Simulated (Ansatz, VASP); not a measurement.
## One calculation of Hf5F, two programs

```xyz
6
Lattice="4.5352 0.0000 0.0000 -2.2676 3.9276 0.0000 0.0000 0.0000 6.8344" Properties=species:S:1:pos:R:3 pbc="T T T"
Hf    0.0000    2.6184    4.7383
Hf    0.0000    2.6184    2.0961
Hf    2.2676    1.3092    2.0961
Hf    2.2676    1.3092    4.7383
Hf    0.0000    0.0000    0.0000
F     0.0000    0.0000    3.4172
```

Alike in both runs: task relaxation of cell and atoms; functional PBE; k mesh 6 × 6 × 4; occupations gaussian, width 0.1 eV; no spin polarisation.

|  | VASP | Ansatz |
| --- | --- | --- |
| version | VASP 6.6.1 | Ansatz 0.2.0 |
| potentials or method | VASP PAW PBE potentials, release 64 (Hf_pv, F), cutoff 600 eV | scalar-relativistic, plane waves, PAW |
| valence electrons in the cell | 57 | 137 |

Ansatz gave:

| Property | Result |
| --- | --- |
| gap on the k mesh at the Fermi level, each at its own relaxed structure (eV) | none |
| relaxed volume (Å³/atom) | 21.10 |
| relaxed length of the cell vector where the two differ most in proportion (Å) | 5.640 |

What did VASP give for the same quantities?

gap on the k mesh at the Fermi level, each at its own relaxed structure (eV): none; relaxed volume (Å³/atom): 21.04; relaxed length of the cell vector where the two differ most in proportion (Å): 5.629.

A gap of «none» marks a metal or a gap that the smearing closes. VASP's potentials hold 57 valence electrons a cell and Ansatz's 137, so a difference there can come from the potentials and not from the codes.

Spin-orbit coupling is off throughout.
